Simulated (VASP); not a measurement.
**AlFe: single point with PBEsol**

The system is AlFe.

```
Al Fe
1.0
     2.87068    0.00000    0.00000
     0.00000    2.87068    0.00000
     0.00000    0.00000    2.87068
Al Fe
1 1
Direct
  0.00000 0.00000 0.00000
  0.50000 0.50000 0.50000
```

```yaml
Program: VASP 6.6.1
Task: single point
Functional: PBEsol
Potentials_or_basis: VASP PAW PBE potentials, release 64 (Al, Fe)
Cutoff: 520 eV
k_mesh: 6 × 6 × 6
Occupations: gaussian, width 0.1 eV
Spin: collinear spin, ferromagnetic start
Starting_moments: "[0.0, 4.0] μB"
Dipole_correction: no
Further_INCAR_settings: ALGO = Fast; EDIFF = 1e-06; NBANDS = 16
```

```yaml
Pressure: -4.6 GPa
Net_moment: 0.71 μB per cell
Site_moments: Al -0.02; Fe +0.74 μB
Valence_electrons_inside_the_program's_atomic_spheres: Al 0.83; Fe 7.43
```

Levels at points of the mesh, in eV from the Fermi level:
Spin up:
```tsv
k point	band 3	band 4	band 5	band 6	band 7	band 8	band 9	band 10
(0.00, 0.00, 0.00)	-2.48	-0.34	-0.34	-0.34	6.43	6.43	6.43	9.41
(0.50, 0.00, 0.00)	-1.85	-1.29	-1.29	-0.21	0.95	8.79	11.10	11.10
(0.50, 0.50, 0.00)	-2.06	-2.06	-1.06	-1.06	0.50	3.29	4.13	12.94
(0.50, 0.50, 0.50)	-3.59	0.54	0.54	3.01	3.01	3.01	4.39	6.02
```
Spin down:
```csv
k point,band 2,band 3,band 4,band 5,band 6,band 7,band 8,band 9
"(0.00, 0.00, 0.00)",-2.14,-2.14,0.51,0.51,0.51,6.48,6.48,6.48
"(0.50, 0.00, 0.00)",-5.90,-1.45,-0.54,-0.54,0.65,1.42,8.72,11.21
"(0.50, 0.50, 0.00)",-2.22,-2.04,-2.04,-0.28,-0.28,1.00,3.62,4.70
"(0.50, 0.50, 0.50)",-3.15,-3.15,1.05,1.05,3.09,3.09,3.09,4.34
```

It took 23 s on 1 thread of Intel Xeon 8259CL, with other jobs on the host, peak memory 0.15 GiB.

Caveat: the k points lie up to 0.36 Å⁻¹ apart; the PAW data sets were made with another functional, which shifts forces and pressure a little.
